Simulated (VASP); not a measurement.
Input of a VASP 6.6.1 run:

POSCAR

```
CuO
1.0
    0.0000000000      2.3272527300      2.3272527300
    2.3272527300      0.0000000000      2.3272527300
    2.3272527300      2.3272527300      0.0000000000
Cu O
1 1
Direct
    0.0000000000      0.0000000000      0.0000000000
    0.2500000000      0.2500000000      0.2500000000
```

INCAR.step1

```
PREC = Accurate
ENCUT = 520
ISMEAR = -1
SIGMA = 0.05
LREAL = False
LASPH = True
NELM = 100
NBANDS = 16
GGA = PE
ALGO = Normal
EDIFF = 1E-4
LWAVE = True
LCHARG = False
```

Contents of INCAR.step2:

```
PREC = Accurate
ENCUT = 520
EDIFF = 1E-6
ISMEAR = -1
SIGMA = 0.05
LREAL = False
LASPH = True
NELM = 100
ALGO = Normal
ISIF = 2
LWAVE = False
LCHARG = False
METAGGA = R2SCAN
LMIXTAU = True
NBANDS = 16
ISTART = 1
```

KPOINTS

```
Automatic mesh
0
Gamma
  6 6 6
```

Potentials or basis: VASP PAW PBE potentials, release 64 (Cu, O).

Run with:

```bash
$ cat potpaw_PBE.64/Cu/POTCAR potpaw_PBE.64/O/POTCAR > POTCAR
$ cp INCAR.step1 INCAR
$ mpirun -np 1 vasp_std > vasp.out
$ cp INCAR.step2 INCAR
$ mpirun -np 1 vasp_std > vasp.out
```

Predict the pressure.

-14.4 GPa.

Caveat: the k points lie up to 0.39 Å⁻¹ apart; the PAW data sets were made with another functional, which shifts forces and pressure a little; an odd number of electrons without spin polarisation forces a metal; a magnetic or distorted state may lie lower.
